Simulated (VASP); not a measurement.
# ZrB (I4mm) in VASP: a series of runs

Runs on ZrB. Level: PBE. Tasks: single point.

All numbers are computed with VASP 6.6.1; they aren't measurements. Logs are shortened: lines on timing, memory, paths and dates and some standing lists are left out, and cuts for length are marked.

### Step 1. The cell of the first run

The structure is tetragonal, space group I4mm (No. 107). Conventional cell: a = 3.288 Å, b = 3.288 Å, c = 4.650 Å, α = 90.00°, β = 90.00°, γ = 90.00°. Within 2.7 Å of Zr (site symmetry 4mm) lie 6 B at 2.07 to 2.58 Å. Within 2.7 Å of B (site symmetry 4mm) lie 6 Zr at 2.07 to 2.58 Å.

### Step 2. Single point, PBE

INCAR reads:

```
ALGO = Normal
EDIFF = 1E-6
ENCUT = 520
GGA = PE
ISIF = 2
ISMEAR = 0
LASPH = T
LCHARG = F
LREAL = F
LWAVE = F
NBANDS = 14
NELM = 100
PREC = Accurate
SIGMA = 0.15
```

KPOINTS reads:

```
k-points
0
Gamma
  18 18 18
```

POSCAR reads:

```
ZrB
1.0
    0.0000000000      2.3250000000      2.3250000000
    2.3250000000      0.0000000000      2.3250000000
    2.3250000000      2.3250000000      0.0000000000
Zr B
1 1
Direct
    0.0000000000      0.0000000000      0.0000000000
    0.5537634409      0.5537634409      0.4462365591
```

Potentials or basis: VASP PAW PBE potentials, release 64 (Zr_sv, B).

The run is started by

```console
$ cat potpaw_PBE.64/Zr_sv/POTCAR potpaw_PBE.64/B/POTCAR > POTCAR
$ mpirun -np 1 vasp_std > vasp.out
```

OUTCAR:

```text
EDIFF = 1E-6
   ENCUT = 520
   GGA = PE
   ISIF = 2
   ISMEAR = 0
   LASPH = T
   LREAL = F
   NELM = 100
   PREC = Accurate

 ion  position               nearest neighbor table
   1  0.000  0.000  0.000-   2 2.07   2 2.34   2 2.34   2 2.34   2 2.34   2 2.58
   2  0.554  0.554  0.446-   1 2.07   1 2.34   1 2.34   1 2.34   1 2.34   1 2.58

  LATTYP: Found a face centered cubic cell.
 ALAT       =     4.6500000000

  Lattice vectors:

 A1 = (   0.0000000000,   2.3250000000,   2.3250000000)
 A2 = (   2.3250000000,   0.0000000000,   2.3250000000)
 A3 = (   2.3250000000,   2.3250000000,   0.0000000000)

Analysis of symmetry for initial positions (statically):
=====================================================================
 Subroutine PRICEL returns:
 Original cell was already a primitive cell.

 Routine SETGRP: Setting up the symmetry group for a
 face centered cubic supercell.

 Subroutine GETGRP returns: Found  8 space group operations
 (whereof  8 operations were pure point group operations)
 out of a pool of 48 trial point group operations.

The static configuration has the point symmetry C_4v.

Analysis of symmetry for dynamics (positions and initial velocities):
=====================================================================
 Subroutine PRICEL returns:
 Original cell was already a primitive cell.

 Routine SETGRP: Setting up the symmetry group for a
 face centered cubic supercell.

 Subroutine GETGRP returns: Found  8 space group operations
 (whereof  8 operations were pure point group operations)
 out of a pool of 48 trial point group operations.

The dynamic configuration has the point symmetry C_4v.

 Subroutine INISYM returns: Found  8 space group operations
 (whereof  8 operations are pure point group operations),
 and found     1 'primitive' translations

----------------------------------------------------------------------------------------

                                     Primitive cell

  volume of cell :      25.1362

  direct lattice vectors                    reciprocal lattice vectors
     0.000000000  2.325000000  2.325000000    -0.215053763  0.215053763  0.215053763
     2.325000000  0.000000000  2.325000000     0.215053763 -0.215053763  0.215053763
     2.325000000  2.325000000  0.000000000     0.215053763  0.215053763 -0.215053763

  length of vectors
     3.288046533  3.288046533  3.288046533     0.372484045  0.372484045  0.372484045

  position of ions in fractional coordinates (direct lattice)
     0.000000000  0.000000000  0.000000000
     0.553763441  0.553763441  0.446236559

  ion indices of the primitive-cell ions
   primitive index   ion index
                 1           1
                 2           2

----------------------------------------------------------------------------------------

 KPOINTS: k-points

Automatic generation of k-mesh.
 Grid dimensions read from file:
 generate k-points for:   18   18   18

 Generating k-lattice:

  Cartesian coordinates                     Fractional coordinates (reciprocal lattice)
    -0.011947431  0.011947431  0.011947431     0.055555556  0.000000000  0.000000000
     0.011947431 -0.011947431  0.011947431     0.000000000  0.055555556  0.000000000
     0.011947431  0.011947431 -0.011947431     0.000000000  0.000000000  0.055555556

  Length of vectors
     0.020693558  0.020693558  0.020693558

  Shift w.r.t. Gamma in fractional coordinates (k-lattice)
     0.000000000  0.000000000  0.000000000

 Subroutine IBZKPT returns following result:
 ===========================================

 Found    480 irreducible k-points:

 Following reciprocal coordinates:
            Coordinates               Weight
  0.000000  0.000000  0.000000      1.000000
  0.055556  0.000000  0.000000      8.000000
  0.111111  0.000000  0.000000      8.000000
  0.166667  0.000000  0.000000      8.000000
  0.222222  0.000000  0.000000      8.000000
  0.277778  0.000000  0.000000      8.000000
[... 16 lines left out ...]
  0.388889  0.055556  0.000000      8.000000
  0.000000  0.388889  0.055556     16.000000
 [... further k-points ...]
   k-points           NKPTS =    480   k-points in BZ     NKDIM =    480   number of bands    NBANDS=     14
   number of dos      NEDOS =    301   number of ions     NIONS =      2
   total plane-waves  NPLWV =  13824
   dimension x,y,z NGX =    24 NGY =   24 NGZ =   24
   dimension x,y,z NGXF=    48 NGYF=   48 NGZF=   48
   ions per type =               1   1
   NGX,Y,Z   is equivalent  to a cutoff of  12.13, 12.13, 12.13 a.u.
   NGXF,Y,Z  is equivalent  to a cutoff of  24.27, 24.27, 24.27 a.u.
 SYSTEM =  unknown system
   PREC   = accura    normal or accurate (medium, high low for compatibility)
   ISTART =      0    job   : 0-new  1-cont  2-samecut
   ICHARG =      2    charge: 1-file 2-atom 10-const
   ISPIN  =      1    spin polarized calculation?
   LNONCOLLINEAR =      F non collinear calculations
   LSORBIT =      F    spin-orbit coupling
   LASPH  =      T    aspherical Exc in radial PAW
   ENCUT  =  520.0 eV  38.22 Ry    6.18 a.u.   6.11  6.11  6.11*2*pi/ulx,y,z
   NELM   =    100;   NELMIN=  2; NELMDL= -5     # of ELM steps
   EDIFF  = 0.1E-05   stopping-criterion for ELM
   LREAL  =      F    real-space projection
   EDIFFG = 0.1E-04   stopping-criterion for IOM
   NSW    =      0    number of steps for IOM
   IBRION =     -1    ionic relax: 0-MD 1-quasi-New 2-CG
   NFREE  =      0    steps in history (QN), initial steepest desc. (CG)
   ISIF   =      2    stress and relaxation
   ISYM   =      2    0-nonsym 1-usesym 2-fastsym
   POTIM  = 0.5000    time-step for ionic-motion
   TEBEG  =    0.0;   TEEND  =   0.0 temperature during run
   PSTRESS=    0.0 pullay stress
   NELECT =      15.0000    total number of electrons
   NUPDOWN=      -1.0000    fix difference up-down
   EMIN   =  10.00;   EMAX   =-10.00  energy-range for DOS
   EFERMI =   0.00;   METHOD = LEGACY
   ISMEAR =     0;   SIGMA  =   0.15  broadening in eV -4-tet -1-fermi 0-gaus
   EFERMI_NEDOS =   21; number of points for ismear=-14 and -15
   IALGO  =     38    algorithm
   IMIX   =      4    mixing-type and parameters
     AMIX     =   0.40;   BMIX     =  1.00
     AMIX_MAG =   1.60;   BMIX_MAG =  1.00
  volume/ion in A,a.u.               =      12.57        84.81
  Fermi-wavevector in a.u.,A,eV,Ry     =   1.378285  2.604581 25.846565  1.899669
  Thomas-Fermi vector in A             =   2.503360
   LORBIT       =      0    0 simple, 1 ext, 2 COOP (PROOUT), +10 PAW based schemes
   GGA     = PE    functional components
   LHFCALC =     F    Hartree Fock is set to
   AEXX    =    0.0000 exact exchange contribution
   IVDW    =     0    specifies the selected vdW correction
   LEPSILON=     F    determine dielectric tensor
   LRPA    =     F    only Hartree local field effects (RPA)
 non-spin polarized calculation
 Gauss-broadening in eV      SIGMA  =   0.15
  energy-cutoff  :      520.00
  volume of cell :       25.14
 maximum number of plane-waves:       700
   NGX = 13   NGY = 13   NGZ = 13

 number of electron      15.0000000 magnetization

 Free energy of the ion-electron system (eV)
  ---------------------------------------------------
  ext. energy  EPLUGINS =         0.00000000
  ---------------------------------------------------
  free energy    TOTEN  =       -15.23211678 eV

  energy without entropy =      -15.22049451  energy(sigma->0) =      -15.22630565

 E-fermi :   9.0745     XC(G=0): -12.1991

 val. band max:        9.0737184367   @ k =   0.4444   0.2778   0.1111
 cond. band min:       9.0757425526   @ k =  -0.3333   0.3889   0.0556
 fundamental gap:      0.0020241159
 Fermi energy:         9.0745287310

 k-point     1 :       0.0000    0.0000    0.0000
  band No.  band energies     occupation
      1     -37.7792      2.00000
      2     -15.6039      2.00000
      3     -15.4991      2.00000
      4     -15.4991      2.00000
      5       0.7480      2.00000
      6      10.1460      0.00000
      7      10.1460      0.00000
      8      10.9617      0.00000
      9      10.9838      0.00000
     10      12.7544      0.00000
     11      13.7722      0.00000
     12      13.7722      0.00000
     13      15.0149      0.00000
     14      20.0217      0.00000

 k-point     2 :       0.0556    0.0000    0.0000
  band No.  band energies     occupation
      1     -37.7756      2.00000
      2     -15.6185      2.00000
      3     -15.5189      2.00000
      4     -15.5022      2.00000
      5       0.8333      2.00000
      6       9.9034      0.00000
      7      10.1095      0.00000
      8      10.9033      0.00000
      9      11.0432      0.00000
     10      12.3403      0.00000
     11      13.6200      0.00000
     12      14.3876      0.00000
     13      15.4396      0.00000
     14      20.2337      0.00000

 k-point     3 :       0.1111    0.0000    0.0000
  band No.  band energies     occupation
      1     -37.7653      2.00000
      2     -15.6802      2.00000
      3     -15.5551      2.00000
      4     -15.5110      2.00000
      5       1.0821      2.00000
      6       9.3735      0.00482
      7       9.9279      0.00000
      8      10.5607      0.00000
      9      11.2602      0.00000
     10      11.9587      0.00000
     11      13.5312      0.00000
     12      15.4390      0.00000
     13      16.3073      0.00000
     14      20.8314      0.00000
[... 324 lines left out ...]
 k-point    23 :       0.3889    0.0556    0.0000
  band No.  band energies     occupation
      1     -37.6757      2.00000
      2     -16.3555      2.00000
      3     -15.6498      2.00000
      4     -15.6020      2.00000
      5       3.6455      2.00000
      6       6.4939      2.00000
      7       8.0153      2.00000
      8       8.1058      2.00000
      9      13.3438      0.00000
     10      14.2356      0.00000
     11      15.0855      0.00000
     12      19.1729      0.00000
     13      19.8845      0.00000
     14      22.1920      0.00000

 k-point    24 :       0.0000    0.3889    0.0556
  band No.  band energies     occupation
      1     -37.6758      2.00000
      2     -16.3469      2.00000
      3     -15.6660      2.00000
      4     -15.5931      2.00000
      5       3.6322      2.00000
      6       6.4914      2.00000
      7       7.8929      2.00000
      8       8.2778      2.00000
      9      13.3175      0.00000
     10      14.1060      0.00000
     11      15.0315      0.00000
     12      19.3619      0.00000
     13      20.4590      0.00000
     14      21.4864      0.00000

 [... further k-points ...]

------------------------ aborting loop because EDIFF is reached ----------------------------------------

  FORCE on cell =-STRESS in cart. coord.  units (eV):
  Direction    XX          YY          ZZ          XY          YZ          ZX
  --------------------------------------------------------------------------------------
  -------------------------------------------------------------------------------------
  Total        5.1616750      5.1616750      7.8921602      0.0000000      0.0000000      0.0000000
  in kB      329.0049024    329.0049024    503.0458940      0.0000000      0.0000000      0.0000000
  external PRESSURE =     387.0185663 kB  Pullay stress =       0.0000000 kB

 VOLUME and BASIS-vectors are now :
 -----------------------------------------------------------------------------
  energy-cutoff  :      520.00
  volume of cell :       25.14
      direct lattice vectors                 reciprocal lattice vectors
     0.000000000  2.325000000  2.325000000    -0.215053763  0.215053763  0.215053763
     2.325000000  0.000000000  2.325000000     0.215053763 -0.215053763  0.215053763
     2.325000000  2.325000000  0.000000000     0.215053763  0.215053763 -0.215053763

 POSITION                                       TOTAL-FORCE (eV/Angst)
 -----------------------------------------------------------------------------------
      0.00000      0.00000      0.00000         0.000000      0.000000      3.126042
      2.32500      2.32500      2.57500         0.000000      0.000000     -3.126042
 -----------------------------------------------------------------------------------
    total drift:                               -0.000000     -0.000000      0.000058

  FREE ENERGIE OF THE ION-ELECTRON SYSTEM (eV)
  ---------------------------------------------------
  free  energy   TOTEN  =       -15.2321167764 eV

  energy  without entropy=      -15.2204945150  energy(sigma->0) =      -15.22630565
```

Run time: 2.7 min. Hardware: 1 thread of Intel Xeon 8259CL, shared host; peak memory 0.29 GiB.

Results:

* Free energy: -15.2321 eV
* Pressure: 38.7 GPa
* Largest force: 3.126 eV/Å

Forces in eV/Å, atoms in the order of the input:
```
Zr   0.000  0.000  3.126
B    0.000  0.000 -3.126
```

Caveat: the cell differs from its parent crystal (all B atoms moved -0.250 Å, as atom 2 towards its neighbour atom 1 (Zr) at 2.325 Å); forces of over 1 eV/Å act on the atoms, so gaps and moduli don't describe the material at rest.

### Step 3. Single point, PBE

INCAR reads:

```
SYSTEM = ZrB
PREC = Accurate
ENCUT = 520
EDIFF = 1E-6
ISMEAR = 0
SIGMA = 0.15
LREAL = .FALSE.
LASPH = .TRUE.
NELM = 100
ALGO = Normal
ISIF = 2
LWAVE = .FALSE.
LCHARG = .FALSE.
GGA = PE
NBANDS = 14
```

KPOINTS reads:

```
regular mesh
0
G
  18 18 18
  0 0 0
```

Edit POSCAR of step 2 so:

```diff
@@ -9,2 +9,2 @@
     0.0000000000      0.0000000000      0.0000000000
-    0.5537634409      0.5537634409      0.4462365591
+    0.4059139785      0.4059139785      0.5940860215
```

Potentials or basis: VASP PAW PBE potentials, release 64 (Zr_sv, B).

The run is started by

```console
$ cat potpaw_PBE.64/Zr_sv/POTCAR potpaw_PBE.64/B/POTCAR > POTCAR
$ mpirun -np 1 vasp_std > vasp.out
```

It took 2.9 min on 1 thread of Intel Xeon 8259CL, shared host; peak memory 0.29 GiB.

Results (log left out):

* Free energy: -14.3205 eV
* Pressure: 46.1 GPa
* Largest force: 6.803 eV/Å

Forces in eV/Å, atoms in the order of the input:
```
Zr   0.000  0.000 -6.803
B    0.000  0.000  6.803
```

Stress tensor (GPa, compression positive):
```
30.06  0.00  0.00
 0.00 30.06  0.00
 0.00  0.00 78.23
```

Levels at points of the mesh, in eV from the Fermi level:
```tsv
k point	band 5	band 6	band 7	band 8	band 9	band 10
(0.00, 0.00, 0.00)	-8.27	0.05	0.05	0.81	1.90	3.66
(0.50, 0.00, 0.00)	-4.59	-3.41	-1.48	-1.23	5.04	5.64
(0.50, 0.50, 0.00)	-6.30	-1.26	0.30	2.38	2.38	5.53
(0.00, 0.50, 0.50)	-6.33	-2.61	-0.47	1.91	4.18	6.52
```

Caveat: the cell differs from its parent crystal (all B atoms moved +0.438 Å, as atom 2 towards its neighbour atom 1 (Zr) at 2.325 Å); forces of over 1 eV/Å act on the atoms, so gaps and moduli don't describe the material at rest.

### Step 4. Single point, PBE

INCAR reads:

```
ALGO = Normal ; EDIFF = 1E-6
ENCUT = 520 ; GGA = PE
ISIF = 2 ; ISMEAR = 0
LASPH = T ; LCHARG = F
LREAL = F ; LWAVE = F
NBANDS = 14 ; NELM = 80
PREC = Accurate ; SIGMA = 0.15
```

KPOINTS reads:

```
k-points
0
Gamma
  18 18 18
```

Edit POSCAR of step 3 so:

```diff
@@ -9,2 +9,2 @@
     0.0000000000      0.0000000000      0.0000000000
-    0.4059139785      0.4059139785      0.5940860215
+    0.4327956989      0.4327956989      0.5672043011
```

The run is started by

```console
$ cat potpaw_PBE.64/Zr_sv/POTCAR potpaw_PBE.64/B/POTCAR > POTCAR
$ mpirun -np 1 vasp_std > vasp.out
```

Run time: 2.8 min. Hardware: 1 thread of Intel Xeon 8259CL, shared host; peak memory 0.29 GiB.

The run converged. Its results:

```yaml
Free_energy: -15.0031 eV
Pressure: 40.8 GPa
Largest_force: 4.221 eV/Å
```

Forces on the atoms (eV/Å):
```
Zr   0.000  0.000 -4.221
B    0.000  0.000  4.221
```

Stress tensor (GPa, compression positive):
```
31.97  0.00  0.00
 0.00 31.97  0.00
 0.00  0.00 58.49
```

Levels at points of the mesh, in eV from the Fermi level:
| k point | band 4 | band 5 | band 6 | band 7 | band 8 | band 9 | band 10 | band 11 | band 12 | band 13 |
| --- | --- | --- | --- | --- | --- | --- | --- | --- | --- | --- |
| (0.00, 0.00, 0.00) | -24.60 | -8.32 | 0.74 | 0.74 | 1.48 | 1.90 | 3.67 | 5.05 | 5.05 | 6.53 |
| (0.50, 0.00, 0.00) | -24.71 | -4.45 | -3.51 | -1.44 | -1.32 | 5.38 | 5.70 | 7.13 | 7.91 | 11.30 |
| (0.50, 0.50, 0.00) | -24.95 | -6.42 | -1.20 | -0.03 | 2.46 | 2.46 | 5.50 | 6.72 | 6.72 | 8.54 |
| (0.00, 0.50, 0.50) | -24.93 | -6.43 | -2.01 | -0.41 | 2.13 | 3.49 | 6.06 | 6.73 | 6.83 | 10.71 |

Caveat: the cell differs from its parent crystal (all B atoms moved +0.312 Å, as atom 2 towards its neighbour atom 1 (Zr) at 2.325 Å); forces of over 1 eV/Å act on the atoms, so gaps and moduli don't describe the material at rest.

### Step 5. Single point, PBE

INCAR reads:

```
ALGO = Normal
EDIFF = 1E-7
ENCUT = 520
GGA = PE
ISIF = 2
ISMEAR = 0
LASPH = True
LCHARG = False
LREAL = False
LWAVE = False
NBANDS = 14
NELM = 60
PREC = Accurate
SIGMA = 0.15
```

KPOINTS is that of step 4.

Edit POSCAR of step 4 so:

```diff
@@ -9,2 +9,2 @@
     0.0000000000      0.0000000000      0.0000000000
-    0.4327956989      0.4327956989      0.5672043011
+    0.4596774194      0.4596774194      0.5403225806
```

The run is started by

```console
$ cat potpaw_PBE.64/Zr_sv/POTCAR potpaw_PBE.64/B/POTCAR > POTCAR
$ mpirun -np 1 vasp_std > vasp.out
```

Wall time 2.9 min (1 thread of Intel Xeon 8259CL, shared host); peak memory 0.29 GiB.

Results (log left out):

```yaml
Free_energy: -15.3969 eV
Pressure: 37.1 GPa
Largest_force: 2.174 eV/Å
```

Forces in eV/Å, atoms in the order of the input:
```
Zr   0.000  0.000 -2.174
B    0.000  0.000  2.174
```

Stress tensor (GPa, compression positive):
```
33.75  0.00  0.00
 0.00 33.75  0.00
 0.00  0.00 43.67
```

Levels at points of the mesh, in eV from the Fermi level:
```csv
k point,band 4,band 5,band 6,band 7,band 8,band 9,band 10,band 11,band 12,band 13
"(0.00, 0.00, 0.00)",-24.55,-8.33,1.39,1.39,1.92,2.32,3.69,4.38,4.38,5.37
"(0.50, 0.00, 0.00)",-24.64,-4.30,-3.56,-1.42,-1.37,5.64,5.75,7.30,8.08,12.20
"(0.50, 0.50, 0.00)",-24.88,-6.47,-1.15,-0.20,2.52,2.52,5.49,6.86,6.86,9.75
"(0.00, 0.50, 0.50)",-24.87,-6.47,-1.49,-0.34,2.37,2.94,5.71,6.86,6.90,10.69
```

Caveat: the cell differs from its parent crystal (all B atoms moved +0.188 Å, as atom 2 towards its neighbour atom 1 (Zr) at 2.325 Å); forces of over 1 eV/Å act on the atoms, so gaps and moduli don't describe the material at rest.
